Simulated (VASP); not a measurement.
A run of VASP 6.6.1:

Contents of POSCAR:

```
MgF2
1.0
    4.6259220100      0.0000000000      0.0000000000
    0.0000000000      4.6259220100      0.0000000000
    0.0000000000      0.0000000000      3.0493542700
Mg F
2 4
Direct
    0.0000000000      0.0000000000      0.0000000000
    0.5000000000      0.5000000000      0.5000000000
    0.3029444600      0.3029444600      0.0000000000
    0.1970555400      0.8029444600      0.5000000000
    0.6970555400      0.6970555400      0.0000000000
    0.8029444600      0.1970555400      0.5000000000
```

File INCAR.step1:

```
PREC     = Accurate       # precision mode
ENCUT    = 580            # plane-wave cutoff, eV
ISMEAR   = -1             # smearing method
SIGMA    = 0.02           # smearing width, eV
LREAL    = False          # projectors in reciprocal space
LASPH    = True           # aspherical terms in the spheres
NELM     = 120            # most SCF steps
GGA      = PE             # functional
ALGO     = Normal         # electronic algorithm
EDIFF    = 1E-5           # SCF threshold, eV
LWAVE    = True           # write WAVECAR
LCHARG   = False          # write CHGCAR
GGA_COMPAT= False        
IBRION   = 2              # ionic algorithm
EDIFFG   = -0.01          # ionic threshold
NELMIN   = 4            
NSW      = 100            # ionic steps
KPAR     = 4
```

The input INCAR.step2:

```
PREC     = Accurate       # precision mode
ENCUT    = 580            # plane-wave cutoff, eV
EDIFF    = 1E-7           # SCF threshold, eV
ISMEAR   = -1             # smearing method
SIGMA    = 0.02           # smearing width, eV
LREAL    = False          # projectors in reciprocal space
LASPH    = True           # aspherical terms in the spheres
NELM     = 120            # most SCF steps
ALGO     = Normal         # electronic algorithm
ISIF     = 2              # what is computed and relaxed
LWAVE    = False          # write WAVECAR
LCHARG   = False          # write CHGCAR
METAGGA  = R2SCAN         # meta-GGA
LMIXTAU  = True         
IBRION   = 2              # ionic algorithm
NSW      = 50             # ionic steps
EDIFFG   = -0.01          # ionic threshold
ISTART   = 1            
GGA_COMPAT= False        
NELMIN   = 4            
KPAR     = 4
```

Contents of KPOINTS:

```
regular mesh
0
Gamma
  6 6 10
```

Potentials or basis: VASP PAW PBE potentials, release 64 (Mg, F).

Command:

```bash
$ cat potpaw_PBE.64/Mg/POTCAR potpaw_PBE.64/F/POTCAR > POTCAR
$ cp INCAR.step1 INCAR
$ mpirun -np 4 vasp_std > vasp.out
$ cp INCAR.step2 INCAR
$ mpirun -np 4 vasp_std > vasp.out
```

Hardware: 4 MPI ranks on AMD EPYC 9R45 (Zen 5), with other jobs on the host.

Task: How long does it take, and how much memory?

Result: Run time: 110 s on 4 MPI ranks on AMD EPYC 9R45 (Zen 5), on a shared host, peak memory 0.2 GiB a rank. Counts: k points 60, ion steps 2.
